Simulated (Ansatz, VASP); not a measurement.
**Two plane-wave programs on Mo**

File INCAR:

```
SYSTEM = Mo
PREC = Accurate ; ENCUT = 600
EDIFF = 1E-6 ; ISMEAR = 0
SIGMA = 0.1 ; LREAL = .FALSE.
LASPH = .TRUE. ; NELM = 60
ALGO = Fast ; ISIF = 3
LWAVE = .FALSE. ; LCHARG = .FALSE.
GGA = PS ; IBRION = 2
NSW = 90 ; EDIFFG = -0.04
```

File KPOINTS:

```
regular mesh
0
G
  8 8 8
  0 0 0
```

Contents of POSCAR:

```
Mo
1.0
   -1.5838089719      1.5838089719      1.5838089719
    1.5838089719     -1.5838089719      1.5838089719
    1.5838089719      1.5838089719     -1.5838089719
Mo
1
Direct
    0.0000000000      0.0000000000      0.0000000000
```

Input for Ansatz:

```yaml
crystal:
  lattice:
    - [-1.5838089719, 1.5838089719, 1.5838089719]
    - [1.5838089719, -1.5838089719, 1.5838089719]
    - [1.5838089719, 1.5838089719, -1.5838089719]
  atoms:
    - { symbol: Mo, position: [0.0, 0.0, 0.0] }
basis:
  ecutwfc: 420
kpoints:
  mp_grid: { grid: [8, 8, 8] }
hamiltonian:
  xc: pbesol
scf:
  occupations: { method: gaussian, width: 0.1 }
  lower_state_search: "off"
output:
  forces: true
  stress: true
  eigenvalues: true
relax:
  adjacent_minimum: "off"
  f_tol: 0.04
  max_steps: 70
  cell: { stress_tol: 0.4 }
```

Alike in both runs: task relaxation of cell and atoms; functional PBEsol; k mesh 8 × 8 × 8; occupations gaussian, width 0.1 eV; no spin polarisation.

|  | VASP | Ansatz |
| --- | --- | --- |
| version | VASP 6.6.1 | Ansatz 0.2.0 |
| potentials or method | VASP PAW PBE potentials, release 64 (Mo_sv), cutoff 600 eV | scalar-relativistic, plane waves, PAW |
| valence electrons in the cell | 14 | 14 |

```tsv
	VASP	Ansatz	Ansatz less VASP
gap on the k mesh at the Fermi level, each at its own relaxed structure (eV)	none	none	-
relaxed volume (Å³/atom)	15.40	15.36	-0.041
relaxed cell length with the largest relative difference (Å)	2.715	2.712	-0.0024
```

VASP's potentials were made for PBE, not for PBEsol. A gap of «none» marks a metal or a gap that the smearing closes.
